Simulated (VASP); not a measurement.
Input of a VASP 6.6.1 run:

Contents of POSCAR:

```
Ge
1.0
    0.0000000000      2.7795796513      2.7795796513
    2.7795796513      0.0000000000      2.7795796513
    2.7795796513      2.7795796513      0.0000000000
Ge
2
Direct
    0.0000000000      0.0000000000      0.0000000000
    0.2500000000      0.2500000000      0.2500000000
```

File INCAR.step1:

```
  PREC = Accurate
  ENCUT = 520
  ISMEAR = 0
  SIGMA = 0.02
  LREAL = False
  LASPH = True
  NELM = 80
  NBANDS = 21
  GGA = PE
  ALGO = Normal
  EDIFF = 1E-4
  LWAVE = True
  LCHARG = False
```

Contents of INCAR.step2:

```
  PREC = Accurate
  ENCUT = 520
  EDIFF = 1E-7
  ISMEAR = 0
  SIGMA = 0.02
  LREAL = False
  LASPH = True
  NELM = 80
  ALGO = Normal
  ISIF = 2
  LWAVE = False
  LCHARG = True
  METAGGA = R2SCAN
  LMIXTAU = True
  LELF = True
  LVHAR = True
  NBANDS = 21
  ISTART = 1
```

The input KPOINTS:

```
regular mesh
0
Gamma
  12 12 12
```

Potentials or basis: VASP PAW PBE potentials, release 64 (Ge_d).

Command:

```console
$ cat potpaw_PBE.64/Ge_d/POTCAR > POTCAR
$ cp INCAR.step1 INCAR
$ mpirun -np 1 vasp_std > vasp.out
$ cp INCAR.step2 INCAR
$ mpirun -np 1 vasp_std > vasp.out
```

**Question.** Estimate the pressure.

**Answer.** 5.2 GPa.

**Question.** What does it give for the band gap on the k mesh?

**Answer.** 0.62 eV (least direct gap 0.92 eV).

Caveat: the cell stands under pressure; the PAW data sets were made with another functional, which shifts forces and pressure a little. r2SCAN opens gaps a little over a GGA but as a rule still falls short of measured ones.
